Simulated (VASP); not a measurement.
A run of VASP 6.6.1:

Contents of POSCAR:

```
BiTe
1.0
   -1.0228044302      2.8127121831      2.8127121831
    2.8127121831     -1.0228044302      2.8127121831
    2.8127121831      2.8127121831     -1.0228044302
Bi Te
1 1
Direct
    0.0000000000      0.0000000000      0.0000000000
    0.5000000000      0.5000000000      0.5000000000
```

Contents of INCAR.step1:

```
SYSTEM = BiTe
  PREC = Accurate
  ENCUT = 520
  ISMEAR = 0
  SIGMA = 0.15
  LREAL = .FALSE.
  LASPH = .TRUE.
  NELM = 80
  NBANDS = 18
  GGA = PE
  ALGO = Normal
  EDIFF = 1E-4
  LWAVE = .TRUE.
  LCHARG = .FALSE.
```

The input INCAR.step2:

```
SYSTEM = BiTe
  PREC = Accurate
  ENCUT = 520
  EDIFF = 1E-7
  ISMEAR = 0
  SIGMA = 0.15
  LREAL = .FALSE.
  LASPH = .TRUE.
  NELM = 80
  ALGO = Normal
  ISIF = 2
  LWAVE = .FALSE.
  LCHARG = .TRUE.
  METAGGA = R2SCAN
  LMIXTAU = .TRUE.
  LELF = .TRUE.
  LVHAR = .TRUE.
  NBANDS = 18
  ISTART = 1
```

KPOINTS

```
Automatic mesh
0
G
  14 14 14
  0 0 0
```

Potentials or basis: VASP PAW PBE potentials, release 64 (Bi_d, Te).

Command:

```bash
$ cat potpaw_PBE.64/Bi_d/POTCAR potpaw_PBE.64/Te/POTCAR > POTCAR
$ cp INCAR.step1 INCAR
$ mpirun -np 1 vasp_std > vasp.out
$ cp INCAR.step2 INCAR
$ mpirun -np 1 vasp_std > vasp.out
```

Hardware: 1 thread of Intel(R) Xeon(R) 6975P-C (Granite Rapids), on a shared host.

How long does it take, and how much memory?

Run time: 4.8 min on 1 thread of Intel(R) Xeon(R) 6975P-C (Granite Rapids) (shared host), peak memory 0.45 GiB. Counts: k points 288.
